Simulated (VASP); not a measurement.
Here is a VASP 6.6.1 calculation.

The input INCAR:

```
SYSTEM = Sb
  PREC = Accurate
  ENCUT = 520
  EDIFF = 1E-6
  ISMEAR = -1
  SIGMA = 0.1
  LREAL = .FALSE.
  LASPH = .TRUE.
  NELM = 80
  ALGO = Normal
  ISIF = 2
  LWAVE = .FALSE.
  LCHARG = .FALSE.
  GGA = RE
  ISYM = 0
  NBANDS = 12
```

KPOINTS

```
Automatic mesh
0
G
  11 11 8
  0 0 0
```

Contents of POSCAR:

```
Sb
1.0
   -3.0340248280      3.0354714252      1.6190500682
    3.0354714252     -3.0340248280      1.6190500682
    3.0528968496      3.0528968496     -1.6164006227
Sb
2
Direct
    0.9999841705      0.0000158295      1.0000000000
    0.7500158295      0.2499841705      0.5000000000
```

Potentials or basis: VASP PAW PBE potentials, release 64 (Sb).

Command:

```sh
$ cat potpaw_PBE.64/Sb/POTCAR > POTCAR
$ mpirun -np 1 vasp_std > vasp.out
```

(1) What does it give for the pressure?

(2) What does it give for the band gap on the k mesh?

Results:

(1) -0.1 GPa.

(2) zero (bands 5 and 6 overlap by 5.37 eV).

Caveat: the PAW data sets were made with another functional, which shifts forces and pressure a little; spin-orbit coupling is left out, which moves the levels of the heavy elements.
